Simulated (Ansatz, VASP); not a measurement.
# Two plane-wave programs on Yb

The input INCAR:

```
SYSTEM = Yb
PREC = Accurate
ENCUT = 520
EDIFF = 1E-7
ISMEAR = -1
SIGMA = 0.1
LREAL = .FALSE.
LASPH = .TRUE.
NELM = 80
ALGO = Normal
ISIF = 2
LWAVE = .FALSE.
LCHARG = .FALSE.
GGA = CA
NBANDS = 31
```

File KPOINTS:

```
regular mesh
0
G
  8 8 8
  0 0 0
```

File POSCAR:

```
Yb
1.0
    0.0000000000      4.0343699105      4.0343699105
    4.0343699105      0.0000000000      4.0343699105
    4.0343699105      4.0343699105      0.0000000000
Yb
2
Direct
    0.1250000000      0.1250000000      0.1250000000
    0.8750000000      0.8750000000      0.8750000000
```

Input for Ansatz:

```yaml
crystal:
  lattice:
    - [0.0, 4.0343699105, 4.0343699105]
    - [4.0343699105, 0.0, 4.0343699105]
    - [4.0343699105, 4.0343699105, 0.0]
  atoms:
    - { symbol: Yb, position: [0.125, 0.125, 0.125] }
    - { symbol: Yb, position: [0.875, 0.875, 0.875] }
hamiltonian:
  xc: lda
  pseudopotentials:
    kind: paw
    azcp:
      Yb: "pseudopotentials/Yb.paw.azcp"
basis:
  ecutwfc: 420
  fft_grid_basis: typed
kpoints:
  mp_grid: { grid: [8, 8, 8], shift: [0, 0, 0] }
magnetization:
  spin_polarized: false
scf:
  occupations: { method: fermi_dirac, width: 0.1 }
  lower_state_search: "off"
output:
  stress: true
```

Alike in both runs: task single point; functional LDA; k mesh 8 × 8 × 8; occupations fermi-dirac, width 0.1 eV; no spin polarisation.

|  | VASP | Ansatz |
| --- | --- | --- |
| version | VASP 6.6.1 | Ansatz 0.2.0 |
| potentials or method | VASP PAW PBE potentials, release 64 (Yb), cutoff 520 eV | plane waves (420 eV) with PAW, scalar-relativistic |
| valence electrons in the cell | 48 | 48 |

Ansatz gave:

* pressure (GPa): 0.0

Question: What did VASP give for the same quantities?

Answer: Pressure (GPa): -0.1.

VASP's potentials were made for PBE, not for LDA, and Ansatz warns of the same on its side. LDA's correlation is that of Perdew and Zunger in VASP and of Perdew and Wang (1992) in Ansatz.

Spin-orbit coupling is off throughout.
